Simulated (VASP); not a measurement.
# AlN (F-43m) in VASP: single point with PBE

Aim: the single point of AlN with PBE.

All numbers are computed with VASP 6.6.1; they aren't measurements. Logs are shortened: lines on timing, memory, paths and dates and some standing lists are left out, and cuts for length are marked.

## 1. The cell of the first run

The structure is cubic, space group F-43m (No. 216). The conventional cell has a = 4.368 Å, b = 4.368 Å, c = 4.368 Å, α = 90.00°, β = 90.00°, γ = 90.00°. Within 2.5 Å of Al (site symmetry -43m) lie 4 N at 1.89 Å. N (site symmetry -43m) has 4 Al at 1.89 Å within 2.5 Å.

## 2. Single point, PBE

File INCAR:

```
  ALGO = Normal
  EDIFF = 1E-6
  ENCUT = 520
  GGA = PE
  ISIF = 2
  ISMEAR = 0
  LASPH = True
  LCHARG = True
  LELF = True
  LREAL = False
  LVHAR = True
  LWAVE = False
  NBANDS = 11
  NELM = 100
  PREC = Accurate
  SIGMA = 0.01
```

File KPOINTS:

```
k-points
0
Gamma
  8 8 8
```

File POSCAR:

```
AlN
1.0
    3.0886330000      0.0000000000      0.0000000000
    1.5443165000      2.6748346410      0.0000000000
    1.5443165000      0.8916115470      2.5218582842
Al N
1 1
Direct
    0.0000000000      0.0000000000      0.0000000000
    0.7500000000      0.7500000000      0.7500000000
```

Potentials or basis: VASP PAW PBE potentials, release 64 (Al, N).

Command:

```
$ cat potpaw_PBE.64/Al/POTCAR potpaw_PBE.64/N/POTCAR > POTCAR
$ mpirun -np 1 vasp_std > vasp.out
```

OUTCAR:

```text
EDIFF = 1E-6
   ENCUT = 520
   GGA = PE
   ISIF = 2
   ISMEAR = 0
   LASPH = True
   LREAL = False
   NELM = 100
   PREC = Accurate

 ion  position               nearest neighbor table
   1  0.000  0.000  0.000-   2 1.89   2 1.89   2 1.89   2 1.89
   2  0.750  0.750  0.750-   1 1.89   1 1.89   1 1.89   1 1.89

  LATTYP: Found a face centered cubic cell.
 ALAT       =     4.3679866778

  Lattice vectors:

 A1 = (   3.0886330000,   0.0000000000,   0.0000000000)
 A2 = (   1.5443165000,   2.6748346410,   0.0000000000)
 A3 = (   1.5443165000,   0.8916115470,   2.5218582842)

Analysis of symmetry for initial positions (statically):
=====================================================================
 Subroutine PRICEL returns:
 Original cell was already a primitive cell.

 Routine SETGRP: Setting up the symmetry group for a
 face centered cubic supercell.

 Subroutine GETGRP returns: Found 24 space group operations
 (whereof 24 operations were pure point group operations)
 out of a pool of 48 trial point group operations.

The static configuration has the point symmetry T_d .

Analysis of symmetry for dynamics (positions and initial velocities):
=====================================================================
 Subroutine PRICEL returns:
 Original cell was already a primitive cell.

 Routine SETGRP: Setting up the symmetry group for a
 face centered cubic supercell.

 Subroutine GETGRP returns: Found 24 space group operations
 (whereof 24 operations were pure point group operations)
 out of a pool of 48 trial point group operations.

The dynamic configuration has the point symmetry T_d .

 Subroutine INISYM returns: Found 24 space group operations
 (whereof 24 operations are pure point group operations),
 and found     1 'primitive' translations

----------------------------------------------------------------------------------------

                                     Primitive cell

  volume of cell :      20.8345

  direct lattice vectors                    reciprocal lattice vectors
     3.088633000  0.000000000  0.000000000     0.323767829 -0.186927443 -0.132177663
     1.544316500  2.674834641  0.000000000     0.000000000  0.373854886 -0.132177663
     1.544316500  0.891611547  2.521858284     0.000000000  0.000000000  0.396532988

  length of vectors
     3.088633000  3.088633000  3.088633000     0.396532988  0.396532988  0.396532988

  position of ions in fractional coordinates (direct lattice)
     0.000000000  0.000000000  0.000000000
[... 85 lines left out ...]
   ISYM   =      2    0-nonsym 1-usesym 2-fastsym
   POTIM  = 0.5000    time-step for ionic-motion
   TEBEG  =    0.0;   TEEND  =   0.0 temperature during run
   PSTRESS=    0.0 pullay stress
   NELECT =       8.0000    total number of electrons
   NUPDOWN=      -1.0000    fix difference up-down
   EMIN   =  10.00;   EMAX   =-10.00  energy-range for DOS
   EFERMI =   0.00;   METHOD = LEGACY
   ISMEAR =     0;   SIGMA  =   0.01  broadening in eV -4-tet -1-fermi 0-gaus
   EFERMI_NEDOS =   21; number of points for ismear=-14 and -15
   IALGO  =     38    algorithm
   IMIX   =      4    mixing-type and parameters
     AMIX     =   0.40;   BMIX     =  1.00
     AMIX_MAG =   1.60;   BMIX_MAG =  1.00
  volume/ion in A,a.u.               =      10.42        70.30
  Fermi-wavevector in a.u.,A,eV,Ry     =   1.189899  2.248584 19.263947  1.415860
  Thomas-Fermi vector in A             =   2.325996
   LORBIT       =      0    0 simple, 1 ext, 2 COOP (PROOUT), +10 PAW based schemes
   GGA     = PE    functional components
   LHFCALC =     F    Hartree Fock is set to
   AEXX    =    0.0000 exact exchange contribution
   IVDW    =     0    specifies the selected vdW correction
   LEPSILON=     F    determine dielectric tensor
   LRPA    =     F    only Hartree local field effects (RPA)
 non-spin polarized calculation
 Gauss-broadening in eV      SIGMA  =   0.01
  energy-cutoff  :      520.00
  volume of cell :       20.83
 maximum number of plane-waves:       568
   NGX = 11   NGY = 11   NGZ = 11

 number of electron       8.0000000 magnetization

 Free energy of the ion-electron system (eV)
  ---------------------------------------------------
  ext. energy  EPLUGINS =         0.00000000
  ---------------------------------------------------
  free energy    TOTEN  =       -14.84033701 eV

  energy without entropy =      -14.84033701  energy(sigma->0) =      -14.84033701

 E-fermi :   6.0421     XC(G=0): -10.9336

 val. band max:        5.9701970411   @ k =   0.0000   0.0000   0.0000
 cond. band min:       9.2878050842   @ k =   0.5000   0.5000  -0.0000
 fundamental gap:      3.3176080431
 Fermi energy:         6.0421317449

 k-point     1 :       0.0000    0.0000    0.0000
  band No.  band energies     occupation
      1      -9.0105      2.00000
      2       5.9702      2.00000
      3       5.9702      2.00000
      4       5.9702      2.00000
      5      10.1660      0.00000
      6      18.5304      0.00000
      7      18.5304      0.00000
      8      18.5304      0.00000
      9      23.6588      0.00000
     10      23.6588      0.00000
     11      25.0607      0.00000
[... 309 lines left out ...]
 k-point    24 :      -0.3750    0.2500    0.1250
  band No.  band energies     occupation
      1      -6.6426      2.00000
      2       0.8305      2.00000
      3       3.7476      2.00000
      4       4.8539      2.00000
      5      13.0720      0.00000
      6      15.2249      0.00000
      7      18.1418      0.00000
      8      18.6561      0.00000
      9      23.1492      0.00000
     10      24.7436      0.00000
     11      28.0124      0.00000

 [... further k-points ...]

------------------------ aborting loop because EDIFF is reached ----------------------------------------

  FORCE on cell =-STRESS in cart. coord.  units (eV):
  Direction    XX          YY          ZZ          XY          YZ          ZX
  --------------------------------------------------------------------------------------
  -------------------------------------------------------------------------------------
  Total        0.5961186      0.5961186      0.5961186      0.0000000      0.0000000      0.0000000
  in kB       45.8415574     45.8415574     45.8415574      0.0000000      0.0000000      0.0000000
  external PRESSURE =      45.8415574 kB  Pullay stress =       0.0000000 kB

 VOLUME and BASIS-vectors are now :
 -----------------------------------------------------------------------------
  energy-cutoff  :      520.00
  volume of cell :       20.83
      direct lattice vectors                 reciprocal lattice vectors
     3.088633000  0.000000000  0.000000000     0.323767829 -0.186927443 -0.132177663
     1.544316500  2.674834641  0.000000000     0.000000000  0.373854886 -0.132177663
     1.544316500  0.891611547  2.521858284     0.000000000  0.000000000  0.396532988

 POSITION                                       TOTAL-FORCE (eV/Angst)
 -----------------------------------------------------------------------------------
      0.00000      0.00000      0.00000         0.000000      0.000000      0.000000
      4.63295      2.67483      1.89139        -0.000000     -0.000000     -0.000000
 -----------------------------------------------------------------------------------
    total drift:                               -0.000000     -0.000000     -0.000000

  FREE ENERGIE OF THE ION-ELECTRON SYSTEM (eV)
  ---------------------------------------------------
  free  energy   TOTEN  =       -14.8403370077 eV

  energy  without entropy=      -14.8403370077  energy(sigma->0) =      -14.84033701
```

OSZICAR:

```text
N       E                     dE             d eps       ncg     rms          rms(c)
DAV:   1     0.106285390685E+02    0.10629E+02   -0.39205E+03   654   0.608E+02
DAV:   2    -0.163148129725E+02   -0.26943E+02   -0.25997E+02   761   0.135E+02
DAV:   3    -0.172161233584E+02   -0.90131E+00   -0.90019E+00   776   0.238E+01
DAV:   4    -0.172208871797E+02   -0.47638E-02   -0.47634E-02   728   0.189E+00
DAV:   5    -0.172209439724E+02   -0.56793E-04   -0.56792E-04   773   0.202E-01    0.863E+00
DAV:   6    -0.148506569949E+02    0.23703E+01   -0.11867E+01   753   0.173E+01    0.283E+00
DAV:   7    -0.148467984309E+02    0.38586E-02   -0.16852E-01   719   0.322E+00    0.206E+00
DAV:   8    -0.148416485143E+02    0.51499E-02   -0.27626E-02   689   0.158E+00    0.576E-01
DAV:   9    -0.148402782866E+02    0.13702E-02   -0.38860E-03   770   0.371E-01    0.232E-01
DAV:  10    -0.148403249165E+02   -0.46630E-04   -0.40097E-04   692   0.129E-01    0.201E-02
DAV:  11    -0.148403371172E+02   -0.12201E-04   -0.11989E-05   743   0.259E-02    0.160E-02
DAV:  12    -0.148403370077E+02    0.10955E-06   -0.38841E-07   421   0.481E-03
   1 F= -.14840337E+02 E0= -.14840337E+02  d E =-.111196E-26
```

stdout:

```text
POSCAR found type information on POSCAR AlN
 POSCAR found :  2 types and       2 ions
 scaLAPACK will be used
 LDA part: xc-table for (Slater+PW92), standard interpolation
 POSCAR, INCAR and KPOINTS ok, starting setup
 FFT: planning ... GRIDC
 FFT: planning ... GRID_SOFT
 FFT: planning ... GRID
 WAVECAR not read
 entering main loop
```

It took 7.4 s on 1 thread of AMD EPYC 7R43 (Zen 3), shared host; peak memory 0.1 GiB.

What came out:

| Property | Result |
| --- | --- |
| Free energy | -14.8403 eV |
| Pressure | 4.6 GPa |
| Band gap on the k mesh | 3.32 eV, indirect (least direct gap 4.20 eV) |

A k mesh can miss the band edges. PBE gaps usually lie below the measured ones, often by a third to a half.
